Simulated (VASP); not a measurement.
# C in VASP: notebook, part 2 of 2

VASP 6.6.1.

**4. Single point, PBEsol (volume scaled by 1.02)**

Contents of INCAR:

```
PREC = Accurate
ENCUT = 520
EDIFF = 1E-6
ISMEAR = -1
SIGMA = 0.05
LREAL = False
LASPH = True
NELM = 80
ALGO = Normal
ISIF = 2
LWAVE = False
LCHARG = False
GGA = PS
NBANDS = 11
```

Contents of KPOINTS:

```
Automatic mesh
0
Gamma
  12 12 3
```

Contents of POSCAR:

```
C
1.0
    2.4724366638      0.0000000000      0.0000000000
   -1.2362183319      2.1411929601      0.0000000000
    0.0000000000      0.0000000000      8.5802540340
C
2
Direct
    0.6666666667      0.3333333333      0.0000000000
    0.3333333333      0.6666666667      0.0000000000
```

Potentials or basis: VASP PAW PBE potentials, release 64 (C).

Run with:

```bash
> cat potpaw_PBE.64/C/POTCAR > POTCAR
> mpirun -np 1 vasp_std > vasp.out
```

OUTCAR:

```text
PREC = Accurate
   ENCUT = 520
   EDIFF = 1E-6
   ISMEAR = -1
   LREAL = False
   LASPH = True
   NELM = 80
   ISIF = 2
   GGA = PS

 ion  position               nearest neighbor table
   1  0.667  0.333  0.000-   2 1.43   2 1.43   2 1.43
   2  0.333  0.667  0.000-   1 1.43   1 1.43   1 1.43

  LATTYP: Found a hexagonal cell.
 ALAT       =     2.4724366638
 C/A-ratio  =     3.4703635323

  Lattice vectors:

 A1 = (   2.4724366638,   0.0000000000,   0.0000000000)
 A2 = (  -1.2362183319,   2.1411929601,   0.0000000000)
 A3 = (   0.0000000000,   0.0000000000,   8.5802540340)

Analysis of symmetry for initial positions (statically):
=====================================================================
 Subroutine PRICEL returns:
 Original cell was already a primitive cell.

 Routine SETGRP: Setting up the symmetry group for a
 hexagonal supercell.

 Subroutine GETGRP returns: Found 24 space group operations
 (whereof 24 operations were pure point group operations)
 out of a pool of 24 trial point group operations.

The static configuration has the point symmetry D_6h.

Analysis of symmetry for dynamics (positions and initial velocities):
=====================================================================
 Subroutine PRICEL returns:
 Original cell was already a primitive cell.

 Routine SETGRP: Setting up the symmetry group for a
 hexagonal supercell.

 Subroutine GETGRP returns: Found 24 space group operations
 (whereof 24 operations were pure point group operations)
 out of a pool of 24 trial point group operations.

The dynamic configuration has the point symmetry D_6h.

 Subroutine INISYM returns: Found 24 space group operations
 (whereof 24 operations are pure point group operations),
 and found     1 'primitive' translations

----------------------------------------------------------------------------------------
[... 112 lines left out ...]
     AMIX     =   0.40;   BMIX     =  1.00
     AMIX_MAG =   1.60;   BMIX_MAG =  1.00
  volume/ion in A,a.u.               =      22.71       153.27
  Fermi-wavevector in a.u.,A,eV,Ry     =   0.917652  1.734110 11.457252  0.842084
  Thomas-Fermi vector in A             =   2.042644
   LORBIT       =      0    0 simple, 1 ext, 2 COOP (PROOUT), +10 PAW based schemes
   GGA     = PS    functional components
   LHFCALC =     F    Hartree Fock is set to
   AEXX    =    0.0000 exact exchange contribution
   IVDW    =     0    specifies the selected vdW correction
   LEPSILON=     F    determine dielectric tensor
   LRPA    =     F    only Hartree local field effects (RPA)
 non-spin polarized calculation
  energy-cutoff  :      520.00
  volume of cell :       45.42
 maximum number of plane-waves:      1248
   NGX =  9   NGY =  9   NGZ = 31

 number of electron       7.9999997 magnetization

 Free energy of the ion-electron system (eV)
  ---------------------------------------------------
  ext. energy  EPLUGINS =         0.00000000
  ---------------------------------------------------
  free energy    TOTEN  =       -19.27550579 eV

  energy without entropy =      -19.27358039  energy(sigma->0) =      -19.27454309

 E-fermi :  -0.8483     XC(G=0):  -4.9366

 val. band max:       -0.8483007623   @ k =   0.3333   0.3333   0.3333
 cond. band min:      -0.8482369018   @ k =   0.3333   0.3333   0.0000
 fundamental gap:      0.0000638606
 Fermi energy:        -0.8482794758

 k-point     1 :       0.0000    0.0000    0.0000
  band No.  band energies     occupation
      1     -20.2701      2.00000
      2      -8.4441      2.00000
      3      -3.8581      2.00000
      4      -3.8581      2.00000
      5       2.3154      0.00000
      6       4.6489      0.00000
      7       6.1781      0.00000
      8       7.3827      0.00000
      9       7.3827      0.00000
     10      10.5064      0.00000
     11      11.5770      0.00000
[... 309 lines left out ...]
 k-point    24 :       0.3333   -0.0000    0.3333
  band No.  band energies     occupation
      1     -17.6952      2.00000
      2     -10.4283      2.00000
      3      -6.5966      2.00000
      4      -5.4594      2.00000
      5       4.0261      0.00000
      6       6.1667      0.00000
      7       6.7505      0.00000
      8       7.1688      0.00000
      9      10.9240      0.00000
     10      13.9850      0.00000
     11      14.8898      0.00000

 [... further k-points ...]
[... 5 lines left out ...]
  --------------------------------------------------------------------------------------
  -------------------------------------------------------------------------------------
  Total       -0.6339408     -0.6339408     -0.0096813     -0.0000000      0.0000000      0.0000000
  in kB      -22.3603283    -22.3603283     -0.3414775     -0.0000000      0.0000000      0.0000000
  external PRESSURE =     -15.0207113 kB  Pullay stress =       0.0000000 kB

 VOLUME and BASIS-vectors are now :
 -----------------------------------------------------------------------------
  energy-cutoff  :      520.00
  volume of cell :       45.42
      direct lattice vectors                 reciprocal lattice vectors
     2.472436664  0.000000000  0.000000000     0.404459299  0.233514685  0.000000000
    -1.236218332  2.141192960  0.000000000     0.000000000  0.467029370  0.000000000
     0.000000000  0.000000000  8.580254034     0.000000000  0.000000000  0.116546666

 POSITION                                       TOTAL-FORCE (eV/Angst)
 -----------------------------------------------------------------------------------
      1.23622      0.71373      0.00000        -0.000000      0.000000      0.000000
     -0.00000      1.42746      0.00000         0.000000      0.000000      0.000000
 -----------------------------------------------------------------------------------
    total drift:                                0.000000     -0.000000      0.000000

  FREE ENERGIE OF THE ION-ELECTRON SYSTEM (eV)
  ---------------------------------------------------
  free  energy   TOTEN  =       -19.2755057945 eV

  energy  without entropy=      -19.2735803858  energy(sigma->0) =      -19.27454309
```

stdout:

```text
POSCAR found type information on POSCAR C
 POSCAR found :  1 types and       2 ions
 scaLAPACK will be used
 -----------------------------------------------------------------------------
|                                                                             |
|                                                                             |
|     You enforced a specific xc type in the INCAR file but a different       |
|     I HOPE YOU KNOW WHAT YOU ARE DOING!                                     |
|                                                                             |
 -----------------------------------------------------------------------------

 LDA part: xc-table for (Slater+PW92), standard interpolation
 POSCAR, INCAR and KPOINTS ok, starting setup
 FFT: planning ... GRIDC
 FFT: planning ... GRID_SOFT
 FFT: planning ... GRID
 WAVECAR not read
 entering main loop
```

It used 19 s of CPU time on 1 thread of AMD EPYC 7R13 Processor (Zen 3), with other jobs on the host.

Results:

| Item | Value |
| --- | --- |
| Free energy | -19.2755 eV |
| Band gap on the k mesh | zero (filled and empty bands touch) |

Caveat: the PAW data sets were made with another functional, which shifts forces and pressure a little.

**5. Summary**

```tsv
level	potentials or basis	cell	gap on the mesh (eV)
LDA	VASP PAW LDA potentials, release 64 (C)	a = 2.472, b = 2.472, c = 8.580 Å, angles 90.0, 90.0, 120.0°, 2 atoms	none
PBEsol	VASP PAW PBE potentials, release 64 (C)	a = 2.456, b = 2.456, c = 8.524 Å, angles 90.0, 90.0, 120.0°, 2 atoms	none
PBEsol	VASP PAW PBE potentials, release 64 (C)	a = 2.472, b = 2.472, c = 8.580 Å, angles 90.0, 90.0, 120.0°, 2 atoms	none
```

Alike in all rows: task single point; no spin polarisation; k mesh 12 × 12 × 3; cutoff (eV) 520; smearing fermi-dirac 0.05 eV.

Caveats: the PAW data sets were made with another functional, which shifts forces and pressure a little (some runs).

Absolute energies hang on the potentials; compare differences alone.
